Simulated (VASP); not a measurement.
# BN (lda) (F-43m) in VASP: a series of runs, part 2 of 2

VASP 6.6.1. Earlier steps stand in the parts before.

### Step 3. Single point, LDA (volume scaled by 1.02)

The input, INCAR:

```
SYSTEM = BN
PREC     = Accurate       ! precision mode
ENCUT    = 600            ! plane-wave cutoff, eV
EDIFF    = 1E-6           ! SCF threshold, eV
ISMEAR   = 0              ! smearing method
SIGMA    = 0.01           ! smearing width, eV
LREAL    = .False.        ! projectors in reciprocal space
LASPH    = .True.         ! aspherical terms in the spheres
NELM     = 120            ! most SCF steps
ALGO     = Normal         ! electronic algorithm
ISIF     = 2              ! what is computed and relaxed
LWAVE    = .False.        ! write WAVECAR
LCHARG   = .False.        ! write CHGCAR
NBANDS   = 11             ! bands
GGA_COMPAT= .False.
```

The input, KPOINTS:

```
regular mesh
0
Gamma
  12 12 12
  0 0 0
```

The input, POSCAR:

```
BN
1.0
    0.0000000000      1.8021311927      1.8021311927
    1.8021311927      0.0000000000      1.8021311927
    1.8021311927      1.8021311927      0.0000000000
B N
1 1
Direct
    0.0000000000      0.0000000000      0.0000000000
    0.2500000000      0.2500000000      0.2500000000
```

Potentials or basis: VASP PAW LDA potentials, release 64 (B, N).

The run is started by

```
$ cat potpaw_LDA.64/B/POTCAR potpaw_LDA.64/N/POTCAR > POTCAR
$ mpirun -np 1 vasp_std > vasp.out
```

OUTCAR:

```text
SYSTEM = BN
   PREC = Accurate
   ENCUT = 600
   EDIFF = 1E-6
   ISMEAR = 0
   LREAL = .False.
   LASPH = .True.
   NELM = 120
   ISIF = 2

 ion  position               nearest neighbor table
   1  0.000  0.000  0.000-   2 1.56   2 1.56   2 1.56   2 1.56
   2  0.250  0.250  0.250-   1 1.56   1 1.56   1 1.56   1 1.56

  LATTYP: Found a face centered cubic cell.
 ALAT       =     3.6042623854

  Lattice vectors:

 A1 = (   0.0000000000,   1.8021311927,   1.8021311927)
 A2 = (   1.8021311927,   0.0000000000,   1.8021311927)
 A3 = (   1.8021311927,   1.8021311927,   0.0000000000)

Analysis of symmetry for initial positions (statically):
=====================================================================
 Subroutine PRICEL returns:
 Original cell was already a primitive cell.

 Routine SETGRP: Setting up the symmetry group for a
 face centered cubic supercell.

 Subroutine GETGRP returns: Found 24 space group operations
 (whereof 24 operations were pure point group operations)
 out of a pool of 48 trial point group operations.

The static configuration has the point symmetry T_d .

Analysis of symmetry for dynamics (positions and initial velocities):
=====================================================================
 Subroutine PRICEL returns:
 Original cell was already a primitive cell.

 Routine SETGRP: Setting up the symmetry group for a
 face centered cubic supercell.

 Subroutine GETGRP returns: Found 24 space group operations
 (whereof 24 operations were pure point group operations)
 out of a pool of 48 trial point group operations.

The dynamic configuration has the point symmetry T_d .

 Subroutine INISYM returns: Found 24 space group operations
 (whereof 24 operations are pure point group operations),
 and found     1 'primitive' translations

----------------------------------------------------------------------------------------

                                     Primitive cell

  volume of cell :      11.7055

  direct lattice vectors                    reciprocal lattice vectors
     0.000000000  1.802131193  1.802131193    -0.277449279  0.277449279  0.277449279
     1.802131193  0.000000000  1.802131193     0.277449279 -0.277449279  0.277449279
     1.802131193  1.802131193  0.000000000     0.277449279  0.277449279 -0.277449279

  length of vectors
     2.548598374  2.548598374  2.548598374     0.480556248  0.480556248  0.480556248

  position of ions in fractional coordinates (direct lattice)
     0.000000000  0.000000000  0.000000000
     0.250000000  0.250000000  0.250000000

  ion indices of the primitive-cell ions
   primitive index   ion index
                 1           1
                 2           2

----------------------------------------------------------------------------------------

 KPOINTS: regular mesh

Automatic generation of k-mesh.
 Grid dimensions read from file:
 generate k-points for:   12   12   12

 Generating k-lattice:

  Cartesian coordinates                     Fractional coordinates (reciprocal lattice)
    -0.023120773  0.023120773  0.023120773     0.083333333  0.000000000  0.000000000
     0.023120773 -0.023120773  0.023120773     0.000000000  0.083333333  0.000000000
     0.023120773  0.023120773 -0.023120773     0.000000000  0.000000000  0.083333333

  Length of vectors
     0.040046354  0.040046354  0.040046354

  Shift w.r.t. Gamma in fractional coordinates (k-lattice)
     0.000000000  0.000000000  0.000000000

 Subroutine IBZKPT returns following result:
 ===========================================

 Found     72 irreducible k-points:

 Following reciprocal coordinates:
            Coordinates               Weight
  0.000000  0.000000  0.000000      1.000000
  0.083333  0.000000  0.000000      8.000000
  0.166667  0.000000  0.000000      8.000000
  0.250000  0.000000  0.000000      8.000000
  0.333333  0.000000  0.000000      8.000000
  0.416667  0.000000  0.000000      8.000000
[... 16 lines left out ...]
  0.500000  0.166667  0.000000     24.000000
 -0.416667  0.166667  0.000000     24.000000
 [... further k-points ...]
   k-points           NKPTS =     72   k-points in BZ     NKDIM =     72   number of bands    NBANDS=     11
   number of dos      NEDOS =    301   number of ions     NIONS =      2
   total plane-waves  NPLWV =   8000
   dimension x,y,z NGX =    20 NGY =   20 NGZ =   20
   dimension x,y,z NGXF=    40 NGYF=   40 NGZF=   40
   ions per type =               1   1
   NGX,Y,Z   is equivalent  to a cutoff of  13.05, 13.05, 13.05 a.u.
   NGXF,Y,Z  is equivalent  to a cutoff of  26.09, 26.09, 26.09 a.u.
 SYSTEM =  BN
   PREC   = accura    normal or accurate (medium, high low for compatibility)
   ISTART =      0    job   : 0-new  1-cont  2-samecut
   ICHARG =      2    charge: 1-file 2-atom 10-const
   ISPIN  =      1    spin polarized calculation?
   LNONCOLLINEAR =      F non collinear calculations
   LSORBIT =      F    spin-orbit coupling
   LASPH  =      T    aspherical Exc in radial PAW
   ENCUT  =  600.0 eV  44.10 Ry    6.64 a.u.   5.09  5.09  5.09*2*pi/ulx,y,z
   NELM   =    120;   NELMIN=  2; NELMDL= -5     # of ELM steps
   EDIFF  = 0.1E-05   stopping-criterion for ELM
   LREAL  =      F    real-space projection
   EDIFFG = 0.1E-04   stopping-criterion for IOM
   NSW    =      0    number of steps for IOM
   IBRION =     -1    ionic relax: 0-MD 1-quasi-New 2-CG
   NFREE  =      0    steps in history (QN), initial steepest desc. (CG)
   ISIF   =      2    stress and relaxation
   ISYM   =      2    0-nonsym 1-usesym 2-fastsym
   POTIM  = 0.5000    time-step for ionic-motion
   TEBEG  =    0.0;   TEEND  =   0.0 temperature during run
   PSTRESS=    0.0 pullay stress
   NELECT =       8.0000    total number of electrons
   NUPDOWN=      -1.0000    fix difference up-down
   EMIN   =  10.00;   EMAX   =-10.00  energy-range for DOS
   EFERMI =   0.00;   METHOD = LEGACY
   ISMEAR =     0;   SIGMA  =   0.01  broadening in eV -4-tet -1-fermi 0-gaus
   EFERMI_NEDOS =   21; number of points for ismear=-14 and -15
   IALGO  =     38    algorithm
   IMIX   =      4    mixing-type and parameters
     AMIX     =   0.40;   BMIX     =  1.00
     AMIX_MAG =   1.60;   BMIX_MAG =  1.00
  volume/ion in A,a.u.               =       5.85        39.50
  Fermi-wavevector in a.u.,A,eV,Ry     =   1.442033  2.725047 28.292746  2.079458
  Thomas-Fermi vector in A             =   2.560598
   LORBIT       =      0    0 simple, 1 ext, 2 COOP (PROOUT), +10 PAW based schemes
   GGA     = CA    functional components
   LHFCALC =     F    Hartree Fock is set to
   AEXX    =    0.0000 exact exchange contribution
   IVDW    =     0    specifies the selected vdW correction
   LEPSILON=     F    determine dielectric tensor
   LRPA    =     F    only Hartree local field effects (RPA)
 non-spin polarized calculation
 Gauss-broadening in eV      SIGMA  =   0.01
  energy-cutoff  :      600.00
  volume of cell :       11.71
 maximum number of plane-waves:       399
   NGX = 11   NGY = 11   NGZ = 11

 number of electron       7.9999999 magnetization

 Free energy of the ion-electron system (eV)
  ---------------------------------------------------
  ext. energy  EPLUGINS =         0.00000000
  ---------------------------------------------------
  free energy    TOTEN  =       -19.41233138 eV

  energy without entropy =      -19.41233138  energy(sigma->0) =      -19.41233138

 E-fermi :   7.6050     XC(G=0): -13.1478

 val. band max:        7.4999897043   @ k =   0.0000   0.0000   0.0000
 cond. band min:      11.8544916579   @ k =   0.5000   0.5000   0.0000
 fundamental gap:      4.3545019536
 Fermi energy:         7.6049681014

 k-point     1 :       0.0000    0.0000    0.0000
  band No.  band energies     occupation
      1     -12.6704      2.00000
      2       7.5000      2.00000
      3       7.5000      2.00000
      4       7.5000      2.00000
      5      16.2258      0.00000
      6      16.2258      0.00000
      7      16.2258      0.00000
      8      18.0857      0.00000
      9      32.1591      0.00000
     10      35.3975      0.00000
     11      35.3975      0.00000
[... 309 lines left out ...]
 k-point    24 :      -0.4167    0.1667    0.0000
  band No.  band energies     occupation
      1      -7.9769      2.00000
      2      -2.5931      2.00000
      3       3.3545      2.00000
      4       4.8976      2.00000
      5      16.7326      0.00000
      6      19.6635      0.00000
      7      19.7907      0.00000
      8      23.1344      0.00000
      9      28.3451      0.00000
     10      32.7866      0.00000
     11      34.0699      0.00000

 [... further k-points ...]
[... 5 lines left out ...]
  --------------------------------------------------------------------------------------
  -------------------------------------------------------------------------------------
  Total       -0.5104138     -0.5104138     -0.5104138     -0.0000000      0.0000000     -0.0000000
  in kB      -69.8624405    -69.8624405    -69.8624405     -0.0000000      0.0000000     -0.0000000
  external PRESSURE =     -69.8624405 kB  Pullay stress =       0.0000000 kB

 VOLUME and BASIS-vectors are now :
 -----------------------------------------------------------------------------
  energy-cutoff  :      600.00
  volume of cell :       11.71
      direct lattice vectors                 reciprocal lattice vectors
     0.000000000  1.802131193  1.802131193    -0.277449279  0.277449279  0.277449279
     1.802131193  0.000000000  1.802131193     0.277449279 -0.277449279  0.277449279
     1.802131193  1.802131193  0.000000000     0.277449279  0.277449279 -0.277449279

 POSITION                                       TOTAL-FORCE (eV/Angst)
 -----------------------------------------------------------------------------------
      0.00000      0.00000      0.00000        -0.000000      0.000000      0.000000
      0.90107      0.90107      0.90107         0.000000     -0.000000     -0.000000
 -----------------------------------------------------------------------------------
    total drift:                               -0.000000     -0.000000     -0.000000

  FREE ENERGIE OF THE ION-ELECTRON SYSTEM (eV)
  ---------------------------------------------------
  free  energy   TOTEN  =       -19.4123313779 eV

  energy  without entropy=      -19.4123313779  energy(sigma->0) =      -19.41233138
```

Wall time 4.6 s (1 thread of Intel Xeon 6975P-C, shared host); peak memory 0.12 GiB.

What came out:

| Item | Value |
| --- | --- |
| Free energy | -19.4123 eV |
| Pressure | -7.0 GPa |
| Band gap on the k mesh | 4.35 eV, indirect (least direct gap 8.73 eV) |

 A k mesh can miss the band edges.

### Step 4. Single point, LDA (volume scaled by 1.06)

The input, INCAR:

```
PREC = Accurate
ENCUT = 600
EDIFF = 1E-6
ISMEAR = 0
SIGMA = 0.02
LREAL = F
LASPH = T
NELM = 120
ALGO = Normal
ISIF = 2
LWAVE = F
LCHARG = T
GGA = CA
LELF = T
LVHAR = T
NBANDS = 11
GGA_COMPAT = F
```

The input, KPOINTS:

```
Automatic mesh
0
Gamma
  12 12 12
```

The input, POSCAR:

```
BN
1.0
    0.0000000000      1.8253870634      1.8253870634
    1.8253870634      0.0000000000      1.8253870634
    1.8253870634      1.8253870634      0.0000000000
B N
1 1
Direct
    0.0000000000      0.0000000000      0.0000000000
    0.2500000000      0.2500000000      0.2500000000
```

The run is started by

```
$ cat potpaw_LDA.64/B/POTCAR potpaw_LDA.64/N/POTCAR > POTCAR
$ mpirun -np 1 vasp_std > vasp.out
```

Wall time 6.8 s (1 thread of Intel Xeon 6975P-C, shared host); peak memory 0.13 GiB.

Results (log left out):

```
Free energy            : -19.3734 eV
Pressure               : -20.5 GPa
Band gap on the k mesh : 4.31 eV, indirect (least direct gap 8.55 eV)
```

Levels at points of the mesh, in eV from the valence-band top:
```tsv
k point	band 2	band 3	band 4	band 5	band 6	band 7
(0.00, 0.00, 0.00)	0.00	0.00	0.00	8.55	8.55	8.55
(0.50, 0.00, 0.00)	-10.45	-1.89	-1.89	9.83	10.40	10.40
(0.50, 0.50, 0.00)	-8.70	-4.78	-4.78	4.31	8.98	17.25
```

 A k mesh can miss the band edges.

### Step 5. Single point, LDA (volume scaled by 1.09)

The input, INCAR:

```
SYSTEM = BN
PREC = Accurate
ENCUT = 600
EDIFF = 1E-6
ISMEAR = 0
SIGMA = 0.02
LREAL = .False.
LASPH = .True.
NELM = 120
ALGO = Normal
ISIF = 2
LWAVE = .False.
LCHARG = .False.
GGA = CA
NBANDS = 11
GGA_COMPAT = .False.
```

The input, KPOINTS:

```
regular mesh
0
Gamma
  12 12 12
  0 0 0
```

The input, POSCAR:

```
BN
1.0
    0.0000000000      1.8424477444      1.8424477444
    1.8424477444      0.0000000000      1.8424477444
    1.8424477444      1.8424477444      0.0000000000
B N
1 1
Direct
    0.0000000000      0.0000000000      0.0000000000
    0.2500000000      0.2500000000      0.2500000000
```

The run is started by

```
$ cat potpaw_LDA.64/B/POTCAR potpaw_LDA.64/N/POTCAR > POTCAR
$ mpirun -np 1 vasp_std > vasp.out
```

Run time: 7.8 s. Hardware: 1 thread of Intel Xeon 6975P-C, shared host; peak memory 0.13 GiB.

Results (log left out):

```
Free energy            : -19.3207 eV
Pressure               : -29.1 GPa
Band gap on the k mesh : 4.27 eV, indirect (least direct gap 8.41 eV)
```

Levels at points of the mesh, in eV from the valence-band top:
| k point | band 2 | band 3 | band 4 | band 5 | band 6 | band 7 |
| --- | --- | --- | --- | --- | --- | --- |
| (0.00, 0.00, 0.00) | 0.00 | 0.00 | 0.00 | 8.41 | 8.41 | 8.41 |
| (0.50, 0.00, 0.00) | -10.20 | -1.84 | -1.84 | 9.47 | 10.25 | 10.25 |
| (0.50, 0.50, 0.00) | -8.52 | -4.65 | -4.65 | 4.27 | 8.82 | 16.84 |

 A k mesh can miss the band edges.

### Step 6. The runs side by side

| cell | smearing | gap on the mesh (eV) | pressure (GPa) |
| --- | --- | --- | --- |
| a = 2.515 Å, angles 60.0°, 2 atoms | gaussian 0.01 eV | 4.40 | 9.3 |
| a = 2.549 Å, angles 60.0°, 2 atoms | gaussian 0.01 eV | 4.35 | -7.0 |
| a = 2.581 Å, angles 60.0°, 2 atoms | gaussian 0.02 eV | 4.31 | -20.5 |
| a = 2.606 Å, angles 60.0°, 2 atoms | gaussian 0.02 eV | 4.27 | -29.1 |

Alike in all rows: task single point; level LDA; potentials or basis VASP PAW LDA potentials, release 64 (B, N); no spin polarisation; k mesh 12 × 12 × 12; cutoff (eV) 600.

Total energies depend on the potentials used, so only differences within one code and one set of settings carry meaning.
